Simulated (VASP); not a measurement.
Write the native input for VASP 6.6.1 that does the following.

```
Task                   : single point
Functional             : PBE
Potentials or basis    : VASP PAW PBE potentials, release 64 (Al, N)
Cutoff                 : 520 eV
k mesh                 : 9 × 9 × 6
Occupations            : gaussian, width 0.05 eV
Spin                   : no spin polarisation
Dipole correction      : no
Further INCAR settings : ALGO = Normal; EDIFF = 1e-06; NBANDS = 16
```

The structure of AlN lies in POSCAR:

```
AlN
1.0
    3.4377000000      0.0000000000      0.0000000000
   -1.7188500000      2.9771355306      0.0000000000
    0.0000000000      0.0000000000      4.3132000000
Al N
2 2
Direct
    0.3333333333      0.6666666667      0.7500000000
    0.6666666667      0.3333333333      0.2500000000
    0.3333333333      0.6666666667      0.2500000000
    0.6666666667      0.3333333333      0.7500000000
```

The input as run:

INCAR

```
SYSTEM = AlN
PREC = Accurate ; ENCUT = 520
EDIFF = 1E-6 ; ISMEAR = 0
SIGMA = 0.05 ; LREAL = .FALSE.
LASPH = .TRUE. ; NELM = 80
ALGO = Normal ; ISIF = 2
LWAVE = .FALSE. ; LCHARG = .FALSE.
GGA = PE ; NBANDS = 16
```

KPOINTS

```
Automatic mesh
0
G
  9 9 6
  0 0 0
```

Potentials or basis: VASP PAW PBE potentials, release 64 (Al, N).

Run with:

```sh
$ cat potpaw_PBE.64/Al/POTCAR potpaw_PBE.64/N/POTCAR > POTCAR
$ mpirun -np 1 vasp_std > vasp.out
```

Results of the run:

The pressure is -17.7 GPa and the band gap on the k mesh is 2.51 eV, direct.

Wall time 22 s on 1 thread of Intel(R) Xeon(R) Platinum 8488C (Sapphire Rapids), with other jobs on the host, peak memory 0.17 GiB.
